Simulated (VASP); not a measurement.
# Ti3Al3Cu2 (P-62m) in VASP: single point with PBE

Aim: the single point of Ti3Al3Cu2 with PBE.

Everything below comes from runs of VASP 6.6.1. Logs are shortened: lines on timing, memory, paths and dates and some standing lists are left out, and cuts for length are marked.

### 1 The cell of the first run

Symmetry: P-62m, No. 189, hexagonal system. Conventional cell: a = 6.890 Å, b = 6.890 Å, c = 3.009 Å, α = 90.00°, β = 90.00°, γ = 120.00°. Ti (site symmetry m2m) has 4 Cu at 2.58 Å and 6 Al at 2.84 to 2.90 Å and 2 Ti at 3.01 Å within 3.4 Å. Al (site symmetry m2m) has 2 Cu at 2.69 Å and 4 Al at 2.83 to 3.01 Å and 6 Ti at 2.84 to 2.90 Å within 3.5 Å. Cu (site symmetry -6) has 6 Ti at 2.58 Å and 3 Al at 2.69 Å and 2 Cu at 3.01 Å within 3.4 Å.

The cell was built from a structure type or drawn by symmetry, and may not be a known phase.

### 2 Single point, PBE, collinear spin

Input file INCAR:

```
PREC     = Accurate       # precision mode
ENCUT    = 520            # plane-wave cutoff, eV
EDIFF    = 1E-6           # SCF threshold, eV
ISMEAR   = 0              # smearing method
SIGMA    = 0.1            # smearing width, eV
LREAL    = F              # projectors in reciprocal space
LASPH    = T              # aspherical terms in the spheres
NELM     = 150            # most SCF steps
ALGO     = Normal         # electronic algorithm
ISIF     = 2              # what is computed and relaxed
LWAVE    = F              # write WAVECAR
LCHARG   = T              # write CHGCAR
ISPIN    = 2              # spin polarisation
MAGMOM   = 1 1 1 0 0 0 0 0 # initial moments
LORBIT   = 11             # projections on sites
LMAXMIX  = 4              # l up to which the mixer works
GGA      = PE             # functional
LELF     = T              # ELF
LVHAR    = T            
NBANDS   = 48             # bands
```

Input file KPOINTS:

```
Automatic mesh
0
Gamma
  3 3 6
```

Input file POSCAR:

```
Ti3Al3Cu2
1.0
    6.8897920089      0.0000000000      0.0000000000
   -3.4448960045      5.9667349065      0.0000000000
    0.0000000000      0.0000000000      3.0092827117
Ti Al Cu
3 3 2
Direct
    0.4020947359      0.0000000000      0.5000000000
    0.5979052641      0.5979052641      0.5000000000
    0.0000000000      0.4020947359      0.5000000000
    0.7626283615      0.0000000000      0.0000000000
    0.2373716385      0.2373716385      0.0000000000
    0.0000000000      0.7626283615      0.0000000000
    0.3333333333      0.6666666667      0.0000000000
    0.6666666667      0.3333333333      0.0000000000
```

Potentials or basis: VASP PAW PBE potentials, release 64 (Ti_sv, Al, Cu).

Run with:

```bash
cat potpaw_PBE.64/Ti_sv/POTCAR potpaw_PBE.64/Al/POTCAR potpaw_PBE.64/Cu/POTCAR > POTCAR
mpirun -np 1 vasp_std > vasp.out
```

OUTCAR:

```text
PREC = Accurate
   ENCUT = 520
   EDIFF = 1E-6
   ISMEAR = 0
   LREAL = F
   LASPH = T
   NELM = 150
   ISIF = 2
   ISPIN = 2
   LORBIT = 11
   GGA = PE

 ion  position               nearest neighbor table
   1  0.402  0.000  0.500-   7 2.58   7 2.58   8 2.58   8 2.58   6 2.84   6 2.84   5 2.84   5 2.84
                             4 2.90   4 2.90
   2  0.598  0.598  0.500-   7 2.58   7 2.58   8 2.58   8 2.58   6 2.84   6 2.84   4 2.84   4 2.84
                             5 2.90   5 2.90
   3  0.000  0.402  0.500-   8 2.58   8 2.58   7 2.58   7 2.58   4 2.84   4 2.84   5 2.84   5 2.84
                             6 2.90   6 2.90
   4  0.763  0.000  0.000-   8 2.69   7 2.69   5 2.83   6 2.83   3 2.84   3 2.84   2 2.84   2 2.84
                             1 2.90   1 2.90
   5  0.237  0.237  0.000-   8 2.69   7 2.69   4 2.83   6 2.83   3 2.84   3 2.84   1 2.84   1 2.84
                             2 2.90   2 2.90
   6  0.000  0.763  0.000-   7 2.69   8 2.69   5 2.83   4 2.83   1 2.84   1 2.84   2 2.84   2 2.84
                             3 2.90   3 2.90
   7  0.333  0.667  0.000-   1 2.58   1 2.58   3 2.58   3 2.58   2 2.58   2 2.58   6 2.69   4 2.69
                             5 2.69
   8  0.667  0.333  0.000-   3 2.58   3 2.58   1 2.58   1 2.58   2 2.58   2 2.58   4 2.69   6 2.69
                             5 2.69

  LATTYP: Found a hexagonal cell.
 ALAT       =     6.8897920089
 C/A-ratio  =     0.4367741011

  Lattice vectors:

 A1 = (   6.8897920089,   0.0000000000,   0.0000000000)
 A2 = (  -3.4448960045,   5.9667349065,   0.0000000000)
 A3 = (   0.0000000000,   0.0000000000,   3.0092827117)

Analysis of symmetry for initial positions (statically):
=====================================================================
 Subroutine PRICEL returns:
 Original cell was already a primitive cell.

 Routine SETGRP: Setting up the symmetry group for a
 hexagonal supercell.

 Subroutine GETGRP returns: Found 12 space group operations
 (whereof 12 operations were pure point group operations)
 out of a pool of 24 trial point group operations.

The static configuration has the point symmetry D_3h.

Analysis of symmetry for dynamics (positions and initial velocities):
=====================================================================
 Subroutine PRICEL returns:
 Original cell was already a primitive cell.

 Routine SETGRP: Setting up the symmetry group for a
 hexagonal supercell.

 Subroutine GETGRP returns: Found 12 space group operations
 (whereof 12 operations were pure point group operations)
 out of a pool of 24 trial point group operations.

The dynamic configuration has the point symmetry D_3h.

Analysis of structural, dynamic, and magnetic symmetry:
=====================================================================
 Subroutine PRICEL returns:
 Original cell was already a primitive cell.

 Routine SETGRP: Setting up the symmetry group for a
 hexagonal supercell.

 Subroutine GETGRP returns: Found 12 space group operations
 (whereof 12 operations were pure point group operations)
 out of a pool of 24 trial point group operations.

The overall configuration has the point symmetry D_3h.

 Subroutine INISYM returns: Found 12 space group operations
 (whereof 12 operations are pure point group operations),
 and found     1 'primitive' translations

----------------------------------------------------------------------------------------

                                     Primitive cell

  volume of cell :     123.7103

  direct lattice vectors                    reciprocal lattice vectors
     6.889792009  0.000000000  0.000000000     0.145142262  0.083797924  0.000000000
    -3.444896004  5.966734907  0.000000000     0.000000000  0.167595849  0.000000000
     0.000000000  0.000000000  3.009282712     0.000000000  0.000000000  0.332305103

  length of vectors
     6.889792009  6.889792009  3.009282712     0.167595849  0.167595849  0.332305103

  position of ions in fractional coordinates (direct lattice)
     0.402094736  0.000000000  0.500000000
     0.597905264  0.597905264  0.500000000
     0.000000000  0.402094736  0.500000000
     0.762628361  0.000000000  0.000000000
     0.237371639  0.237371639  0.000000000
     0.000000000  0.762628361  0.000000000
     0.333333333  0.666666667  0.000000000
     0.666666667  0.333333333  0.000000000

  ion indices of the primitive-cell ions
[... 57 lines left out ...]
   NGXF,Y,Z  is equivalent  to a cutoff of  26.06, 26.06, 26.52 a.u.
 SYSTEM =  unknown system
   PREC   = accura    normal or accurate (medium, high low for compatibility)
   ISTART =      0    job   : 0-new  1-cont  2-samecut
   ICHARG =      2    charge: 1-file 2-atom 10-const
   ISPIN  =      2    spin polarized calculation?
   LNONCOLLINEAR =      F non collinear calculations
   LSORBIT =      F    spin-orbit coupling
   LASPH  =      T    aspherical Exc in radial PAW
   ENCUT  =  520.0 eV  38.22 Ry    6.18 a.u.  12.81 12.81  5.60*2*pi/ulx,y,z
   NELM   =    150;   NELMIN=  2; NELMDL= -5     # of ELM steps
   EDIFF  = 0.1E-05   stopping-criterion for ELM
   LREAL  =      F    real-space projection
   EDIFFG = 0.1E-04   stopping-criterion for IOM
   NSW    =      0    number of steps for IOM
   IBRION =     -1    ionic relax: 0-MD 1-quasi-New 2-CG
   NFREE  =      0    steps in history (QN), initial steepest desc. (CG)
   ISIF   =      2    stress and relaxation
   ISYM   =      2    0-nonsym 1-usesym 2-fastsym
   POTIM  = 0.5000    time-step for ionic-motion
   TEBEG  =    0.0;   TEEND  =   0.0 temperature during run
   PSTRESS=    0.0 pullay stress
   NELECT =      67.0000    total number of electrons
   NUPDOWN=      -1.0000    fix difference up-down
   EMIN   =  10.00;   EMAX   =-10.00  energy-range for DOS
   EFERMI =   0.00;   METHOD = LEGACY
   ISMEAR =     0;   SIGMA  =   0.10  broadening in eV -4-tet -1-fermi 0-gaus
   EFERMI_NEDOS =   21; number of points for ismear=-14 and -15
   IALGO  =     38    algorithm
   IMIX   =      4    mixing-type and parameters
     AMIX     =   0.40;   BMIX     =  1.00
     AMIX_MAG =   1.60;   BMIX_MAG =  1.00
  volume/ion in A,a.u.               =      15.46       104.35
  Fermi-wavevector in a.u.,A,eV,Ry     =   1.334436  2.521719 24.228166  1.780720
  Thomas-Fermi vector in A             =   2.463218
   LORBIT       =     11    0 simple, 1 ext, 2 COOP (PROOUT), +10 PAW based schemes
   GGA     = PE    functional components
   LHFCALC =     F    Hartree Fock is set to
   AEXX    =    0.0000 exact exchange contribution
   IVDW    =     0    specifies the selected vdW correction
   LEPSILON=     F    determine dielectric tensor
   LRPA    =     F    only Hartree local field effects (RPA)
 spin polarized calculation
 Gauss-broadening in eV      SIGMA  =   0.10
  energy-cutoff  :      520.00
  volume of cell :      123.71
 maximum number of plane-waves:      3350
 NGX is ok and might be reduce to    54
   NGX = 25   NGY = 25   NGZ = 11

 number of electron      67.0000005 magnetization       0.3060703

 Free energy of the ion-electron system (eV)
  ---------------------------------------------------
  ext. energy  EPLUGINS =         0.00000000
  ---------------------------------------------------
  free energy    TOTEN  =       -44.45327865 eV

  energy without entropy =      -44.41578018  energy(sigma->0) =      -44.43452942

 E-fermi :   7.9554     XC(G=0): -11.2584

 val. band max:        7.9236214699   @ k =   0.3333   0.3333   0.5000
 cond. band min:       7.9741753951   @ k =   0.3333  -0.0000   0.1667
 fundamental gap:      0.0505539252
 Fermi energy:         7.9553640629

 spin component 1

 k-point     1 :       0.0000    0.0000    0.0000
  band No.  band energies     occupation
      1     -48.9647      1.00000
      2     -48.9608      1.00000
      3     -48.9608      1.00000
      4     -25.2806      1.00000
      5     -25.2806      1.00000
      6     -25.2654      1.00000
[... 565 lines left out ...]
     44      10.9490      0.00000
     45      11.9834      0.00000
 Fermi energy:         7.9553640629

 spin component 2

 k-point     1 :       0.0000    0.0000    0.0000
  band No.  band energies     occupation
      1     -48.8987      1.00000
      2     -48.8948      1.00000
      3     -48.8948      1.00000
      4     -25.2237      1.00000
      5     -25.2237      1.00000
      6     -25.2138      1.00000
[... 565 lines left out ...]
     44      11.0329      0.00000
     45      12.0006      0.00000
 [bands above 45 left out]

------------------------ aborting loop because EDIFF is reached ----------------------------------------

  FORCE on cell =-STRESS in cart. coord.  units (eV):
  Direction    XX          YY          ZZ          XY          YZ          ZX
  --------------------------------------------------------------------------------------
  -------------------------------------------------------------------------------------
  Total        0.0655646      0.0655646      0.0855116     -0.0000000      0.0000000      0.0000000
  in kB        0.8491296      0.8491296      1.1074648     -0.0000000      0.0000000      0.0000000
  external PRESSURE =       0.9352413 kB  Pullay stress =       0.0000000 kB

 VOLUME and BASIS-vectors are now :
 -----------------------------------------------------------------------------
  energy-cutoff  :      520.00
  volume of cell :      123.71
      direct lattice vectors                 reciprocal lattice vectors
     6.889792009  0.000000000  0.000000000     0.145142262  0.083797924  0.000000000
    -3.444896004  5.966734907  0.000000000     0.000000000  0.167595849  0.000000000
     0.000000000  0.000000000  3.009282712     0.000000000  0.000000000  0.332305103

 POSITION                                       TOTAL-FORCE (eV/Angst)
 -----------------------------------------------------------------------------------
      2.77035      0.00000      1.50464        -0.018649      0.000000      0.000000
      2.05972      3.56754      1.50464         0.009324      0.016150      0.000000
     -1.38517      2.39919      1.50464         0.009324     -0.016150      0.000000
      5.25435      0.00000      0.00000         0.008034      0.000000      0.000000
      0.81772      1.41633      0.00000        -0.004017     -0.006958     -0.000000
     -2.62718      4.55040      0.00000        -0.004017      0.006958      0.000000
     -0.00000      3.97782      0.00000         0.000000      0.000000      0.000000
      3.44490      1.98891      0.00000         0.000000      0.000000      0.000000
 -----------------------------------------------------------------------------------
    total drift:                               -0.000003     -0.000006      0.000000

  FREE ENERGIE OF THE ION-ELECTRON SYSTEM (eV)
  ---------------------------------------------------
  free  energy   TOTEN  =       -44.4532786542 eV

  energy  without entropy=      -44.4157801805  energy(sigma->0) =      -44.43452942

 total charge

# of ion       s       p       d       tot
------------------------------------------
    1        2.191   6.133   1.895  10.219
    2        2.191   6.133   1.895  10.219
    3        2.191   6.133   1.895  10.219
    4        0.412   0.388   0.000   0.800
    5        0.412   0.388   0.000   0.800
    6        0.412   0.388   0.000   0.800
    7        0.557   0.466   9.088  10.111
    8        0.557   0.466   9.088  10.111
--------------------------------------------------
tot          8.922  20.496  23.861  53.279

 magnetization (x)

# of ion       s       p       d       tot
------------------------------------------
    1        0.000   0.002   0.069   0.071
    2        0.000   0.002   0.069   0.071
    3        0.000   0.002   0.069   0.071
    4       -0.001  -0.000   0.000  -0.001
    5       -0.001  -0.000   0.000  -0.001
    6       -0.001  -0.000   0.000  -0.001
    7       -0.001   0.002   0.012   0.014
    8       -0.001   0.002   0.012   0.014
--------------------------------------------------
tot         -0.002   0.009   0.232   0.239
```

It took 2.4 min on 1 thread of Intel Xeon 6975P-C (Granite Rapids), shared host; peak memory 0.37 GiB.

What came out:

```
Free energy                                           : -44.4533 eV
Pressure                                              : 0.1 GPa
Largest force                                         : 0.019 eV/Å
Net moment                                            : 0.31 μB per cell
Site moments                                          : Ti +0.07; Al -0.00; Cu +0.01 μB
Valence electrons inside the program's atomic spheres : Ti 10.22; Al 0.80; Cu 10.11
```

Forces in eV/Å, atoms in the order of the input:
```
Ti  -0.019  0.000  0.000
Ti   0.009  0.016  0.000
Ti   0.009 -0.016  0.000
Al   0.008  0.000  0.000
Al  -0.004 -0.007  0.000
Al  -0.004  0.007  0.000
Cu   0.000  0.000  0.000
Cu   0.000  0.000  0.000
```
